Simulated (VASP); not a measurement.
# SnTe3 (Fm-3m) in VASP: notebook

The runs below take SnTe3 through single point, with PBEsol, PBE.

All numbers are computed with VASP 6.6.1; they aren't measurements. Logs are shortened: lines on timing, memory, paths and dates and some standing lists are left out, and cuts for length are marked.

### Step 1. The cell of the first run

The structure is cubic, space group Fm-3m (No. 225). Conventional cell: a = 7.671 Å, b = 7.671 Å, c = 7.671 Å, α = 90.00°, β = 90.00°, γ = 90.00°. Within 4.4 Å of Te (site symmetry m-3m) lie 8 Te at 3.32 Å and 6 Sn at 3.84 Å. Within 4.4 Å of Te (site symmetry -43m) lie 10 Te at 3.32 to 3.84 Å and 4 Sn at 3.32 Å. Within 4.4 Å of Sn (site symmetry m-3m) lie 14 Te at 3.32 to 3.84 Å.

### Step 2. Single point, PBEsol (volume scaled by 0.98)

INCAR

```
  ALGO = Normal
  EDIFF = 1E-7
  ENCUT = 520
  GGA = PS
  ISIF = 2
  ISMEAR = -1
  LASPH = True
  LCHARG = True
  LELF = True
  LREAL = False
  LVHAR = True
  LWAVE = False
  NBANDS = 24
  NELM = 60
  PREC = Accurate
  SIGMA = 0.05
```

KPOINTS

```
k-points
0
Gamma
  6 6 6
```

POSCAR

```
SnTe3
1.0
    0.0000000000      3.8353039977      3.8353039977
    3.8353039977      0.0000000000      3.8353039977
    3.8353039977      3.8353039977      0.0000000000
Te Sn
3 1
Direct
    0.5000000000      0.5000000000      0.5000000000
    0.7500000000      0.7500000000      0.7500000000
    0.2500000000      0.2500000000      0.2500000000
    0.0000000000      0.0000000000      0.0000000000
```

Potentials or basis: VASP PAW PBE potentials, release 64 (Te, Sn_d).

On the command line:

```
> cat potpaw_PBE.64/Te/POTCAR potpaw_PBE.64/Sn_d/POTCAR > POTCAR
> mpirun -np 1 vasp_std > vasp.out
```

OUTCAR:

```text
EDIFF = 1E-7
   ENCUT = 520
   GGA = PS
   ISIF = 2
   ISMEAR = -1
   LASPH = True
   LREAL = False
   NELM = 60
   PREC = Accurate

 ion  position               nearest neighbor table
   1  0.500  0.500  0.500-   3 3.32   3 3.32   3 3.32   2 3.32   2 3.32   2 3.32   3 3.32   2 3.32

   2  0.750  0.750  0.750-   1 3.32   1 3.32   1 3.32   4 3.32   4 3.32   4 3.32   4 3.32   1 3.32

   3  0.250  0.250  0.250-   4 3.32   4 3.32   4 3.32   1 3.32   1 3.32   1 3.32   4 3.32   1 3.32

   4  0.000  0.000  0.000-   2 3.32   2 3.32   2 3.32   3 3.32   3 3.32   3 3.32   3 3.32   2 3.32

  LATTYP: Found a face centered cubic cell.
 ALAT       =     7.6706079954

  Lattice vectors:

 A1 = (   0.0000000000,   3.8353039977,   3.8353039977)
 A2 = (   3.8353039977,   0.0000000000,   3.8353039977)
 A3 = (   3.8353039977,   3.8353039977,   0.0000000000)

Analysis of symmetry for initial positions (statically):
=====================================================================
 Subroutine PRICEL returns:
 Original cell was already a primitive cell.

 Routine SETGRP: Setting up the symmetry group for a
 face centered cubic supercell.

 Subroutine GETGRP returns: Found 48 space group operations
 (whereof 48 operations were pure point group operations)
 out of a pool of 48 trial point group operations.

The static configuration has the point symmetry O_h .

Analysis of symmetry for dynamics (positions and initial velocities):
=====================================================================
 Subroutine PRICEL returns:
 Original cell was already a primitive cell.

 Routine SETGRP: Setting up the symmetry group for a
 face centered cubic supercell.

 Subroutine GETGRP returns: Found 48 space group operations
 (whereof 48 operations were pure point group operations)
 out of a pool of 48 trial point group operations.

The dynamic configuration has the point symmetry O_h .

 Subroutine INISYM returns: Found 48 space group operations
 (whereof 48 operations are pure point group operations),
 and found     1 'primitive' translations

----------------------------------------------------------------------------------------

                                     Primitive cell

  volume of cell :     112.8312
[... 78 lines left out ...]
   ISPIN  =      1    spin polarized calculation?
   LNONCOLLINEAR =      F non collinear calculations
   LSORBIT =      F    spin-orbit coupling
   LASPH  =      T    aspherical Exc in radial PAW
   ENCUT  =  520.0 eV  38.22 Ry    6.18 a.u.  10.08 10.08 10.08*2*pi/ulx,y,z
   NELM   =     60;   NELMIN=  2; NELMDL= -5     # of ELM steps
   EDIFF  = 0.1E-06   stopping-criterion for ELM
   LREAL  =      F    real-space projection
   EDIFFG = 0.1E-05   stopping-criterion for IOM
   NSW    =      0    number of steps for IOM
   IBRION =     -1    ionic relax: 0-MD 1-quasi-New 2-CG
   NFREE  =      0    steps in history (QN), initial steepest desc. (CG)
   ISIF   =      2    stress and relaxation
   ISYM   =      2    0-nonsym 1-usesym 2-fastsym
   POTIM  = 0.5000    time-step for ionic-motion
   TEBEG  =    0.0;   TEEND  =   0.0 temperature during run
   PSTRESS=    0.0 pullay stress
   NELECT =      32.0000    total number of electrons
   NUPDOWN=      -1.0000    fix difference up-down
   EMIN   =  10.00;   EMAX   =-10.00  energy-range for DOS
   EFERMI =   0.00;   METHOD = LEGACY
   ISMEAR =    -1;   SIGMA  =   0.05  broadening in eV -4-tet -1-fermi 0-gaus
   EFERMI_NEDOS =   21; number of points for ismear=-14 and -15
   IALGO  =     38    algorithm
   IMIX   =      4    mixing-type and parameters
     AMIX     =   0.40;   BMIX     =  1.00
     AMIX_MAG =   1.60;   BMIX_MAG =  1.00
  volume/ion in A,a.u.               =      28.21       190.36
  Fermi-wavevector in a.u.,A,eV,Ry     =   1.075594  2.032578 15.740613  1.156902
  Thomas-Fermi vector in A             =   2.211455
   LORBIT       =      0    0 simple, 1 ext, 2 COOP (PROOUT), +10 PAW based schemes
   GGA     = PS    functional components
   LHFCALC =     F    Hartree Fock is set to
   AEXX    =    0.0000 exact exchange contribution
   IVDW    =     0    specifies the selected vdW correction
   LEPSILON=     F    determine dielectric tensor
   LRPA    =     F    only Hartree local field effects (RPA)
 non-spin polarized calculation
  energy-cutoff  :      520.00
  volume of cell :      112.83
 maximum number of plane-waves:      3071
   NGX = 21   NGY = 21   NGZ = 21

 number of electron      31.9999991 magnetization

 Free energy of the ion-electron system (eV)
  ---------------------------------------------------
  ext. energy  EPLUGINS =         0.00000000
  ---------------------------------------------------
  free energy    TOTEN  =       -14.40581763 eV

  energy without entropy =      -14.36978071  energy(sigma->0) =      -14.38779917

 E-fermi :   7.8386     XC(G=0): -10.2467

 val. band max:        7.7872119567   @ k =   0.5000   0.3333   0.0000
 cond. band min:       7.8567399209   @ k =   0.3333   0.0000   0.0000
 fundamental gap:      0.0695279642
 Fermi energy:         7.8386053328

 k-point     1 :       0.0000    0.0000    0.0000
  band No.  band energies     occupation
      1     -13.6497      2.00000
      2     -13.6497      2.00000
      3     -13.6497      2.00000
      4     -13.6451      2.00000
      5     -13.6451      2.00000
      6      -5.7905      2.00000
[... 421 lines left out ...]
     23      14.2953      0.00000
     24      14.4420      0.00000

------------------------ aborting loop because EDIFF is reached ----------------------------------------

  FORCE on cell =-STRESS in cart. coord.  units (eV):
  Direction    XX          YY          ZZ          XY          YZ          ZX
  --------------------------------------------------------------------------------------
  -------------------------------------------------------------------------------------
  Total       -1.3219729     -1.3219729     -1.3219729      0.0000000      0.0000000     -0.0000000
  in kB      -18.7717064    -18.7717064    -18.7717064      0.0000000      0.0000000     -0.0000000
  external PRESSURE =     -18.7717064 kB  Pullay stress =       0.0000000 kB

 VOLUME and BASIS-vectors are now :
 -----------------------------------------------------------------------------
  energy-cutoff  :      520.00
  volume of cell :      112.83
      direct lattice vectors                 reciprocal lattice vectors
     0.000000000  3.835303998  3.835303998    -0.130367762  0.130367762  0.130367762
     3.835303998  0.000000000  3.835303998     0.130367762 -0.130367762  0.130367762
     3.835303998  3.835303998  0.000000000     0.130367762  0.130367762 -0.130367762

 POSITION                                       TOTAL-FORCE (eV/Angst)
 -----------------------------------------------------------------------------------
      3.83530      3.83530      3.83530        -0.000000     -0.000000      0.000000
      5.75296      5.75296      5.75296         0.000000     -0.000000     -0.000000
      1.91765      1.91765      1.91765         0.000000      0.000000     -0.000000
      0.00000      0.00000      0.00000        -0.000000     -0.000000      0.000000
 -----------------------------------------------------------------------------------
    total drift:                               -0.000000      0.000000      0.000000

  FREE ENERGIE OF THE ION-ELECTRON SYSTEM (eV)
  ---------------------------------------------------
  free  energy   TOTEN  =       -14.4058176294 eV

  energy  without entropy=      -14.3697807062  energy(sigma->0) =      -14.38779917
```

Wall time 24 s (1 thread of Intel Xeon 6975P-C (Granite Rapids), shared host); peak memory 0.25 GiB.

What came out:

```
Free energy            : -14.4058 eV
Pressure               : -1.9 GPa
Band gap on the k mesh : zero (band 16 reaches 8.23 eV, above the bottom of band 17 at 5.94 eV)
```

Caveat: the PAW data sets were made with another functional, which shifts forces and pressure a little; spin-orbit coupling is left out, which moves the levels of the heavy elements.

(Part 1 of 3 ends here.)
